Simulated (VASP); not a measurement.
# Na (Fd-3m) in VASP: further runs

The runs below take Na through single point, with PBE.

Everything below comes from runs of VASP 6.6.1. Logs are shortened: lines on timing, memory, paths and dates and some standing lists are left out, and cuts for length are marked.

## Step 1: The cell of the first run

Symmetry: Fd-3m, No. 227, cubic system. The conventional cell has a = 6.084 Å, b = 6.084 Å, c = 6.084 Å, α = 90.00°, β = 90.00°, γ = 90.00°. Na (site symmetry -43m) has 4 Na at 2.63 Å within 3.5 Å.

## Step 2: Single point, PBE (volume scaled by 0.52)

The input, INCAR:

```
SYSTEM = Na
  PREC = Accurate
  ENCUT = 520
  EDIFF = 1E-6
  ISMEAR = -1
  SIGMA = 0.05
  LREAL = .FALSE.
  LASPH = .TRUE.
  NELM = 100
  ALGO = Normal
  ISIF = 2
  LWAVE = .FALSE.
  LCHARG = .FALSE.
  GGA = PE
  NBANDS = 14
```

The input, KPOINTS:

```
Automatic mesh
0
G
  9 9 9
  0 0 0
```

The input, POSCAR:

```
Na
1.0
    0.0000000000      3.0420980276      3.0420980276
    3.0420980276      0.0000000000      3.0420980276
    3.0420980276      3.0420980276      0.0000000000
Na
2
Direct
   -0.1250000000     -0.1250000000     -0.1250000000
    0.1250000000      0.1250000000      0.1250000000
```

Potentials or basis: VASP PAW PBE potentials, release 64 (Na_pv).

Command:

```console
> cat potpaw_PBE.64/Na_pv/POTCAR > POTCAR
> mpirun -np 1 vasp_std > vasp.out
```

OUTCAR:

```text
SYSTEM = Na
   PREC = Accurate
   ENCUT = 520
   EDIFF = 1E-6
   ISMEAR = -1
   LREAL = .FALSE.
   LASPH = .TRUE.
   NELM = 100
   ISIF = 2
   GGA = PE

 ion  position               nearest neighbor table
   1  0.875  0.875  0.875-   2 2.63   2 2.63   2 2.63   2 2.63
   2  0.125  0.125  0.125-   1 2.63   1 2.63   1 2.63   1 2.63

  LATTYP: Found a face centered cubic cell.
 ALAT       =     6.0841960552

  Lattice vectors:

 A1 = (   0.0000000000,   3.0420980276,   3.0420980276)
 A2 = (   3.0420980276,   0.0000000000,   3.0420980276)
 A3 = (   3.0420980276,   3.0420980276,   0.0000000000)

Analysis of symmetry for initial positions (statically):
=====================================================================
 Subroutine PRICEL returns:
 Original cell was already a primitive cell.

 Routine SETGRP: Setting up the symmetry group for a
 face centered cubic supercell.

 Subroutine GETGRP returns: Found 48 space group operations
 (whereof 12 operations were pure point group operations)
 out of a pool of 48 trial point group operations.

The static configuration has the point symmetry D_3d.
 The point group associated with its full space group is O_h .

Analysis of symmetry for dynamics (positions and initial velocities):
=====================================================================
 Subroutine PRICEL returns:
 Original cell was already a primitive cell.

 Routine SETGRP: Setting up the symmetry group for a
 face centered cubic supercell.

 Subroutine GETGRP returns: Found 48 space group operations
 (whereof 12 operations were pure point group operations)
 out of a pool of 48 trial point group operations.

The dynamic configuration has the point symmetry D_3d.
 The point group associated with its full space group is O_h .

 Subroutine INISYM returns: Found 48 space group operations
 (whereof 12 operations are pure point group operations),
 and found     1 'primitive' translations

----------------------------------------------------------------------------------------

                                     Primitive cell

  volume of cell :      56.3053

  direct lattice vectors                    reciprocal lattice vectors
     0.000000000  3.042098028  3.042098028    -0.164360253  0.164360253  0.164360253
     3.042098028  0.000000000  3.042098028     0.164360253 -0.164360253  0.164360253
     3.042098028  3.042098028  0.000000000     0.164360253  0.164360253 -0.164360253

  length of vectors
     4.302176289  4.302176289  4.302176289     0.284680308  0.284680308  0.284680308

[... 85 lines left out ...]
   NFREE  =      0    steps in history (QN), initial steepest desc. (CG)
   ISIF   =      2    stress and relaxation
   ISYM   =      2    0-nonsym 1-usesym 2-fastsym
   POTIM  = 0.5000    time-step for ionic-motion
   TEBEG  =    0.0;   TEEND  =   0.0 temperature during run
   PSTRESS=    0.0 pullay stress
   NELECT =      14.0000    total number of electrons
   NUPDOWN=      -1.0000    fix difference up-down
   EMIN   =  10.00;   EMAX   =-10.00  energy-range for DOS
   EFERMI =   0.00;   METHOD = LEGACY
   ISMEAR =    -1;   SIGMA  =   0.05  broadening in eV -4-tet -1-fermi 0-gaus
   EFERMI_NEDOS =   21; number of points for ismear=-14 and -15
   IALGO  =     38    algorithm
   IMIX   =      4    mixing-type and parameters
     AMIX     =   0.40;   BMIX     =  1.00
     AMIX_MAG =   1.60;   BMIX_MAG =  1.00
  volume/ion in A,a.u.               =      28.15       189.98
  Fermi-wavevector in a.u.,A,eV,Ry     =   1.029440  1.945359 14.418725  1.059746
  Thomas-Fermi vector in A             =   2.163487
   LORBIT       =      0    0 simple, 1 ext, 2 COOP (PROOUT), +10 PAW based schemes
   GGA     = PE    functional components
   LHFCALC =     F    Hartree Fock is set to
   AEXX    =    0.0000 exact exchange contribution
   IVDW    =     0    specifies the selected vdW correction
   LEPSILON=     F    determine dielectric tensor
   LRPA    =     F    only Hartree local field effects (RPA)
 non-spin polarized calculation
  energy-cutoff  :      520.00
  volume of cell :       56.31
 maximum number of plane-waves:      1536
   NGX = 15   NGY = 15   NGZ = 15

 number of electron      13.9999986 magnetization

 Free energy of the ion-electron system (eV)
  ---------------------------------------------------
  ext. energy  EPLUGINS =         0.00000000
  ---------------------------------------------------
  free energy    TOTEN  =        -1.34889406 eV

  energy without entropy =       -1.34418892  energy(sigma->0) =       -1.34654149

 E-fermi :   1.4083     XC(G=0):  -7.2439

 val. band max:        1.2992886545   @ k =  -0.4444   0.2222   0.0000
 cond. band min:       1.4584158222   @ k =  -0.3333   0.4444   0.2222
 fundamental gap:      0.1591271677
 Fermi energy:         1.4082861255

 k-point     1 :       0.0000    0.0000    0.0000
  band No.  band energies     occupation
      1     -24.4494      2.00000
      2     -24.4494      2.00000
      3     -24.4494      2.00000
      4     -24.2481      2.00000
      5     -24.2481      2.00000
      6     -24.2481      2.00000
      7      -2.5570      2.00000
      8       8.3826      0.00000
      9       8.3826      0.00000
     10       8.3826      0.00000
     11       8.5260      0.00000
     12       8.5260      0.00000
     13       8.5260      0.00000
     14      10.9988      0.00000
[... 377 lines left out ...]
      1     -24.5040      2.00000
      2     -24.5040      2.00000
      3     -24.3731      2.00000
      4     -24.3389      2.00000
      5     -24.1977      2.00000
      6     -24.1977      2.00000
      7       0.6896      2.00000
      8       2.4146      0.00000
      9       5.0847      0.00000
     10       5.0847      0.00000
     11       5.8165      0.00000
     12       5.8181      0.00000
     13      14.1694      0.00000
     14      15.0548      0.00000

 [... further k-points ...]
[... 5 lines left out ...]
  --------------------------------------------------------------------------------------
  -------------------------------------------------------------------------------------
  Total        2.1192922      2.1192922      2.1192922     -0.0000000     -0.0000000      0.0000000
  in kB       60.3047902     60.3047902     60.3047902     -0.0000000     -0.0000000      0.0000000
  external PRESSURE =      60.3047902 kB  Pullay stress =       0.0000000 kB

 VOLUME and BASIS-vectors are now :
 -----------------------------------------------------------------------------
  energy-cutoff  :      520.00
  volume of cell :       56.31
      direct lattice vectors                 reciprocal lattice vectors
     0.000000000  3.042098028  3.042098028    -0.164360253  0.164360253  0.164360253
     3.042098028  0.000000000  3.042098028     0.164360253 -0.164360253  0.164360253
     3.042098028  3.042098028  0.000000000     0.164360253  0.164360253 -0.164360253

 POSITION                                       TOTAL-FORCE (eV/Angst)
 -----------------------------------------------------------------------------------
      5.32367      5.32367      5.32367         0.000000      0.000000     -0.000000
      0.76052      0.76052      0.76052        -0.000000     -0.000000      0.000000
 -----------------------------------------------------------------------------------
    total drift:                                0.000000      0.000000     -0.000000

  FREE ENERGIE OF THE ION-ELECTRON SYSTEM (eV)
  ---------------------------------------------------
  free  energy   TOTEN  =        -1.3488940618 eV

  energy  without entropy=       -1.3441889159  energy(sigma->0) =       -1.34654149
```

stdout:

```text
POSCAR found type information on POSCAR Na
 POSCAR found :  1 types and       2 ions
 scaLAPACK will be used
 LDA part: xc-table for (Slater+PW92), standard interpolation
 POSCAR, INCAR and KPOINTS ok, starting setup
 FFT: planning ... GRIDC
 FFT: planning ... GRID_SOFT
 FFT: planning ... GRID
 WAVECAR not read
 entering main loop
```

It took 13 s on 1 thread of Intel Xeon Platinum 8488C (Sapphire Rapids), shared host; peak memory 0.16 GiB.

Results:

```
Free energy            : -1.3489 eV
Pressure               : 6.0 GPa
Band gap on the k mesh : zero (band 7 reaches 1.94 eV, above the bottom of band 8 at 0.90 eV)
```

Levels at points of the mesh, in eV from the Fermi level:
```
           k point  band 3  band 4  band 5  band 6  band 7  band 8  band 9  band 10  band 11  band 12
(0.00, 0.00, 0.00)  -25.86  -25.66  -25.66  -25.66   -3.97    6.97    6.97     6.97     7.12     7.12
```

## Step 3: Single point, PBE (volume scaled by 0.52)

The input, INCAR:

```
PREC = Accurate ; ENCUT = 520
EDIFF = 1E-6 ; ISMEAR = -1
SIGMA = 0.05 ; LREAL = False
LASPH = True ; NELM = 60
ALGO = Normal ; ISIF = 2
LWAVE = False ; LCHARG = False
GGA = PE ; NBANDS = 14
```

The input, KPOINTS:

```
Automatic mesh
0
Gamma
  9 9 9
```

POSCAR is that of step 2.

Potentials or basis: VASP PAW PBE potentials, release 64 (Na_pv).

Command:

```console
> cat potpaw_PBE.64/Na_pv/POTCAR > POTCAR
> mpirun -np 1 vasp_std > vasp.out
```

OUTCAR:

```text
PREC = Accurate
   ENCUT = 520
   EDIFF = 1E-6
   ISMEAR = -1
   LREAL = False
   LASPH = True
   NELM = 60
   ISIF = 2
   GGA = PE

 ion  position               nearest neighbor table
   1  0.875  0.875  0.875-   2 2.63   2 2.63   2 2.63   2 2.63
   2  0.125  0.125  0.125-   1 2.63   1 2.63   1 2.63   1 2.63

  LATTYP: Found a face centered cubic cell.
 ALAT       =     6.0841960552

  Lattice vectors:

 A1 = (   0.0000000000,   3.0420980276,   3.0420980276)
 A2 = (   3.0420980276,   0.0000000000,   3.0420980276)
 A3 = (   3.0420980276,   3.0420980276,   0.0000000000)

Analysis of symmetry for initial positions (statically):
=====================================================================
 Subroutine PRICEL returns:
 Original cell was already a primitive cell.

 Routine SETGRP: Setting up the symmetry group for a
 face centered cubic supercell.

 Subroutine GETGRP returns: Found 48 space group operations
 (whereof 12 operations were pure point group operations)
 out of a pool of 48 trial point group operations.

The static configuration has the point symmetry D_3d.
 The point group associated with its full space group is O_h .

[... 165 lines left out ...]
 Fermi energy:         1.4082861255

 k-point     1 :       0.0000    0.0000    0.0000
  band No.  band energies     occupation
      1     -24.4494      2.00000
      2     -24.4494      2.00000
      3     -24.4494      2.00000
      4     -24.2481      2.00000
      5     -24.2481      2.00000
      6     -24.2481      2.00000
      7      -2.5570      2.00000
      8       8.3826      0.00000
      9       8.3826      0.00000
     10       8.3826      0.00000
     11       8.5260      0.00000
     12       8.5260      0.00000
     13       8.5260      0.00000
     14      10.9988      0.00000
[... 377 lines left out ...]
      1     -24.5040      2.00000
      2     -24.5040      2.00000
      3     -24.3731      2.00000
      4     -24.3389      2.00000
      5     -24.1977      2.00000
      6     -24.1977      2.00000
      7       0.6896      2.00000
      8       2.4146      0.00000
      9       5.0847      0.00000
     10       5.0847      0.00000
     11       5.8165      0.00000
     12       5.8181      0.00000
     13      14.1694      0.00000
     14      15.0548      0.00000

 [... further k-points ...]
[... 5 lines left out ...]
  --------------------------------------------------------------------------------------
  -------------------------------------------------------------------------------------
  Total        2.1192922      2.1192922      2.1192922     -0.0000000     -0.0000000      0.0000000
  in kB       60.3047902     60.3047902     60.3047902     -0.0000000     -0.0000000      0.0000000
  external PRESSURE =      60.3047902 kB  Pullay stress =       0.0000000 kB

 VOLUME and BASIS-vectors are now :
 -----------------------------------------------------------------------------
  energy-cutoff  :      520.00
  volume of cell :       56.31
      direct lattice vectors                 reciprocal lattice vectors
     0.000000000  3.042098028  3.042098028    -0.164360253  0.164360253  0.164360253
     3.042098028  0.000000000  3.042098028     0.164360253 -0.164360253  0.164360253
     3.042098028  3.042098028  0.000000000     0.164360253  0.164360253 -0.164360253

 POSITION                                       TOTAL-FORCE (eV/Angst)
 -----------------------------------------------------------------------------------
      5.32367      5.32367      5.32367         0.000000      0.000000     -0.000000
      0.76052      0.76052      0.76052        -0.000000     -0.000000      0.000000
 -----------------------------------------------------------------------------------
    total drift:                                0.000000      0.000000     -0.000000

  FREE ENERGIE OF THE ION-ELECTRON SYSTEM (eV)
  ---------------------------------------------------
  free  energy   TOTEN  =        -1.3488940618 eV

  energy  without entropy=       -1.3441889159  energy(sigma->0) =       -1.34654149
```

OSZICAR:

```text
N       E                     dE             d eps       ncg     rms          rms(c)
DAV:   1     0.103926540867E+03    0.10393E+03   -0.78717E+03   986   0.106E+03
DAV:   2     0.272560398875E+01   -0.10120E+03   -0.99795E+02  1010   0.294E+02
DAV:   3    -0.132343382077E+01   -0.40490E+01   -0.40448E+01  1286   0.651E+01
DAV:   4    -0.137748333442E+01   -0.54050E-01   -0.54048E-01  1064   0.816E+00
DAV:   5    -0.137858948427E+01   -0.11061E-02   -0.11061E-02  1306   0.115E+00    0.516E-01
DAV:   6    -0.136138644143E+01    0.17203E-01   -0.39808E-03  1514   0.774E-01    0.327E-01
DAV:   7    -0.134894434680E+01    0.12442E-01   -0.94784E-03  1480   0.842E-01    0.402E-02
DAV:   8    -0.134889263810E+01    0.51709E-04   -0.76407E-04  1166   0.399E-01    0.600E-03
DAV:   9    -0.134889383458E+01   -0.11965E-05   -0.75969E-06  1286   0.246E-02    0.387E-03
DAV:  10    -0.134889406180E+01   -0.22722E-06   -0.34291E-07   772   0.566E-03
   1 F= -.13488941E+01 E0= -.13465415E+01  d E =-.470515E-02
```

Run time: 12 s. Hardware: 1 thread of Intel Xeon Platinum 8488C (Sapphire Rapids), shared host; peak memory 0.16 GiB.

What came out:

- Free energy: -1.3489 eV
- Pressure: 6.0 GPa
- Band gap on the k mesh: zero (band 7 reaches 1.94 eV, above the bottom of band 8 at 0.90 eV)

Levels at points of the mesh, in eV from the Fermi level:
```csv
k point,band 5,band 6,band 7,band 8,band 9,band 10
"(0.00, 0.00, 0.00)",-25.66,-25.66,-3.97,6.97,6.97,6.97
```

## Step 4: Single point, PBE (volume scaled by 0.6)

The input, INCAR:

```
ALGO = Normal
EDIFF = 1E-6
ENCUT = 520
GGA = PE
ISIF = 2
ISMEAR = -1
LASPH = T
LCHARG = F
LREAL = F
LWAVE = F
NBANDS = 14
NELM = 80
PREC = Accurate
SIGMA = 0.05
```

The input, KPOINTS:

```
k-points
0
Gamma
  9 9 9
```

The input, POSCAR:

```
Na
1.0
    0.0000000000      3.1907235181      3.1907235181
    3.1907235181      0.0000000000      3.1907235181
    3.1907235181      3.1907235181      0.0000000000
Na
2
Direct
   -0.1250000000     -0.1250000000     -0.1250000000
    0.1250000000      0.1250000000      0.1250000000
```

Command:

```console
> cat potpaw_PBE.64/Na_pv/POTCAR > POTCAR
> mpirun -np 1 vasp_std > vasp.out
```

Wall time 20 s (1 thread of Intel Xeon Platinum 8488C (Sapphire Rapids), shared host); peak memory 0.19 GiB.

The run converged. Its results:

| Item | Value |
| --- | --- |
| Free energy | -1.6065 eV |
| Pressure | 3.7 GPa |
| Band gap on the k mesh | zero (band 7 reaches 1.39 eV, above the bottom of band 8 at 0.37 eV) |

Levels at points of the mesh, in eV from the Fermi level:
| k point | band 4 | band 5 | band 6 | band 7 | band 8 | band 9 | band 10 | band 11 |
| --- | --- | --- | --- | --- | --- | --- | --- | --- |
| (0.00, 0.00, 0.00) | -25.53 | -25.53 | -25.53 | -3.61 | 6.38 | 6.38 | 6.38 | 6.56 |

## Step 5: Single point, PBE (volume scaled by 0.76)

The input, INCAR:

```
PREC     = Accurate       # precision mode
ENCUT    = 520            # plane-wave cutoff, eV
EDIFF    = 1E-7           # SCF threshold, eV
ISMEAR   = -1             # smearing method
SIGMA    = 0.05           # smearing width, eV
LREAL    = F              # projectors in reciprocal space
LASPH    = T              # aspherical terms in the spheres
NELM     = 80             # most SCF steps
ALGO     = Normal         # electronic algorithm
ISIF     = 2              # what is computed and relaxed
LWAVE    = F              # write WAVECAR
LCHARG   = F              # write CHGCAR
GGA      = PE             # functional
NBANDS   = 14             # bands
```

The input, KPOINTS:

```
Automatic mesh
0
Gamma
  9 9 9
```

The input, POSCAR:

```
Na
1.0
    0.0000000000      3.4523113340      3.4523113340
    3.4523113340      0.0000000000      3.4523113340
    3.4523113340      3.4523113340      0.0000000000
Na
2
Direct
   -0.1250000000     -0.1250000000     -0.1250000000
    0.1250000000      0.1250000000      0.1250000000
```

Command:

```console
> cat potpaw_PBE.64/Na_pv/POTCAR > POTCAR
> mpirun -np 1 vasp_std > vasp.out
```

It took 24 s on 1 thread of Intel Xeon Platinum 8488C (Sapphire Rapids), shared host; peak memory 0.2 GiB.

Results (log left out):

- Free energy: -1.8609 eV
- Pressure: 1.3 GPa
- Band gap on the k mesh: zero (band 7 reaches 0.49 eV, above the bottom of band 8 at -0.27 eV)

Levels at points of the mesh, in eV from the Fermi level:
| k point | band 3 | band 4 | band 5 | band 6 | band 7 | band 8 | band 9 | band 10 | band 11 | band 12 |
| --- | --- | --- | --- | --- | --- | --- | --- | --- | --- | --- |
| (0.00, 0.00, 0.00) | -25.48 | -25.41 | -25.41 | -25.41 | -3.08 | 5.49 | 5.49 | 5.49 | 5.73 | 5.73 |

## Step 6: Overview

```tsv
cell	gap on the mesh (eV)	pressure (GPa)
a = 4.302 Å, angles 60.0°, 2 atoms	none	6.0
a = 4.512 Å, angles 60.0°, 2 atoms	none	3.7
a = 4.882 Å, angles 60.0°, 2 atoms	none	1.3
```

Alike in all rows: task single point; level PBE; potentials or basis VASP PAW PBE potentials, release 64 (Na_pv); no spin polarisation; k mesh 9 × 9 × 9; cutoff (eV) 520; smearing fermi-dirac 0.05 eV.

Total energies depend on the potentials used, so only differences within one code and one set of settings carry meaning.
